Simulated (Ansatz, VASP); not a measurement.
**Pb in VASP and in Ansatz**

File INCAR:

```
SYSTEM = Pb
PREC = Accurate ; ENCUT = 500
EDIFF = 1E-6 ; ISMEAR = 0
SIGMA = 0.1 ; LREAL = .FALSE.
LASPH = .TRUE. ; NELM = 120
ALGO = Normal ; ISIF = 2
LWAVE = .FALSE. ; LCHARG = .TRUE.
GGA = PE ; LELF = .TRUE.
LVHAR = .TRUE. ; NBANDS = 13
GGA_COMPAT = .FALSE.
```

Contents of KPOINTS:

```
Automatic mesh
0
G
  6 6 6
  0 0 0
```

POSCAR

```
Pb
1.0
    0.0000000000      2.4947547400      2.4947547400
    2.4947547400      0.0000000000      2.4947547400
    2.4947547400      2.4947547400      0.0000000000
Pb
1
Direct
    0.0000000000      0.0000000000      0.0000000000
```

Input for Ansatz:

```yaml
crystal:
  lattice:
    - [0.0, 2.49475474, 2.49475474]
    - [2.49475474, 0.0, 2.49475474]
    - [2.49475474, 2.49475474, 0.0]
  atoms:
    - { symbol: Pb, position: [0.0, 0.0, 0.0] }
basis:
  ecutwfc: 420
kpoints:
  mp_grid: { grid: [6, 6, 6] }
hamiltonian:
  xc: pbe
scf:
  occupations: { method: gaussian, width: 0.1 }
output:
  forces: true
  stress: true
  eigenvalues: true
```

Alike in both runs: task single point; functional PBE; k mesh 6 × 6 × 6; occupations gaussian, width 0.1 eV; no spin polarisation.

|  | VASP | Ansatz |
| --- | --- | --- |
| version | VASP 6.6.1 | Ansatz 0.2.0 |
| potentials or method | VASP PAW PBE potentials, release 64 (Pb_d), cutoff 500 eV | scalar-relativistic, plane waves, PAW |
| valence electrons in the cell | 14 | 14 |

|  | VASP | Ansatz | Ansatz less VASP |
| --- | --- | --- | --- |
| gap on the k mesh at the Fermi level (eV) | none | none | - |
| pressure (GPa) | 2.0 | 2.1 | +0.06 |

A gap of «none» marks a metal or a gap that the smearing closes. The functional is the same, so the differences come from potentials, cutoffs and numerics.

The k mesh is coarse, so the values compare programs but aren't converged. Spin-orbit coupling is off throughout.
